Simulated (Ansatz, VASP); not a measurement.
**One calculation of Cu, two programs**

Contents of INCAR:

```
SYSTEM = Cu
PREC = Accurate ; ENCUT = 520
EDIFF = 1E-7 ; ISMEAR = 0
SIGMA = 0.15 ; LREAL = .FALSE.
LASPH = .TRUE. ; NELM = 60
ALGO = Fast ; ISIF = 2
LWAVE = .FALSE. ; LCHARG = .FALSE.
GGA = PS ; NBANDS = 18
```

KPOINTS

```
regular mesh
0
G
  18 18 14
  0 0 0
```

The input POSCAR:

```
Cu
1.0
    0.0000000000     -1.8075000000     -1.8075000000
    0.0000000000      1.8075000000     -1.8075000000
    3.6150000000      0.0000000000      0.0000000000
Cu
2
Direct
    0.4853297348      0.5000000000      0.5000000000
    0.0146702652      0.0000000000      0.0000000000
```

Input for Ansatz:

```yaml
crystal:
  lattice:
    - [0.0, -1.8075, -1.8075]
    - [0.0, 1.8075, -1.8075]
    - [3.615, 0.0, 0.0]
  atoms:
    - { symbol: Cu, position: [0.4853297348, 0.5, 0.5] }
    - { symbol: Cu, position: [0.0146702652, 0.0, 0.0] }
basis:
  ecutwfc: 420
kpoints:
  mp_grid: { grid: [18, 18, 14] }
hamiltonian:
  xc: pbesol
scf:
  occupations: { method: gaussian, width: 0.15 }
output:
  forces: true
  stress: true
  eigenvalues: true
```

Change from the starting cell: mode 4 (167.2 1/cm) frozen in, largest displacement +0.037 Å.

Alike in both runs: task single point; functional PBEsol; k mesh 18 × 18 × 14; occupations gaussian, width 0.15 eV; no spin polarisation.

|  | VASP | Ansatz |
| --- | --- | --- |
| version | VASP 6.6.1 | Ansatz 0.2.0 |
| potentials or method | VASP PAW PBE potentials, release 64 (Cu), cutoff 520 eV | scalar-relativistic, plane waves, PAW |
| valence electrons in the cell | 22 | 38 |

VASP gave:

```
gap on the k mesh at the Fermi level (eV)                     : none
pressure (GPa)                                                : -5.6
traceless stress, the component that is largest in VASP (GPa) : -0.14
rms of the force components (eV/Å)                            : 0.142
```

Q: Estimate Ansatz's values.

A: gap on the k mesh at the Fermi level (eV): none; pressure (GPa): -6.3; traceless stress, the component that is largest in VASP (GPa): -0.14; rms of the force components (eV/Å): 0.141.

VASP's potentials were made for PBE, not for PBEsol. Atom by atom the forces differ by 0.001 eV/Å (rms over components). A gap of «none» marks a metal or a gap that the smearing closes. VASP's potentials hold 22 valence electrons a cell and Ansatz's 38, so a difference there can come from the potentials and not from the codes.
